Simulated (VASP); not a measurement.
Here is a VASP 6.6.1 calculation.

Contents of INCAR:

```
SYSTEM = Mo
ALGO = Normal ; EDIFF = 1E-7
EDIFFG = -0.03 ; ENCUT = 500
GGA = PS ; GGA_COMPAT = .FALSE.
IBRION = 2 ; ISIF = 3
ISMEAR = -1 ; LASPH = .TRUE.
LCHARG = .FALSE. ; LREAL = .FALSE.
LWAVE = .FALSE. ; NELM = 120
NELMIN = 4 ; NSW = 80
PREC = Accurate ; SIGMA = 0.1
```

File KPOINTS:

```
k-points
0
G
  8 8 8
  0 0 0
```

POSCAR

```
Mo
1.0
    2.7252350000      0.0000000000      0.0000000000
   -0.9084116382      2.5693762085      0.0000000000
   -0.9084116382     -1.2846880439      2.2251451033
Mo
1
Direct
    0.0000000000      0.0000000000      0.0000000000
```

Potentials or basis: VASP PAW PBE potentials, release 64 (Mo_sv).

Command:

```sh
$ cat potpaw_PBE.64/Mo_sv/POTCAR > POTCAR
$ mpirun -np 1 vasp_std > vasp.out
```

**Question.** What does it give for the relaxed cell?

**Answer.** a = 2.714 Å, b = 2.714 Å, c = 2.714 Å, α = 109.47°, β = 109.47°, γ = 109.47°.

**Question.** Estimate the space group after relaxing (to 0.1 Å).

**Answer.** Im-3m (No. 229).

**Question.** Predict the band gap on the k mesh.

**Answer.** Zero (bands 7 and 8 overlap by 5.50 eV).

Step by step:
```tsv
step	energy change (eV)	largest force (eV/Å)	pressure (GPa)	volume (Å³)
1	0.0000	0.0000	-3.50	15.58
2	0.0157	0.0000	10.76	14.83
3	-0.0022	0.0000	-0.04	15.38
```

Caveat: the PAW data sets were made with another functional, which shifts forces and pressure a little.
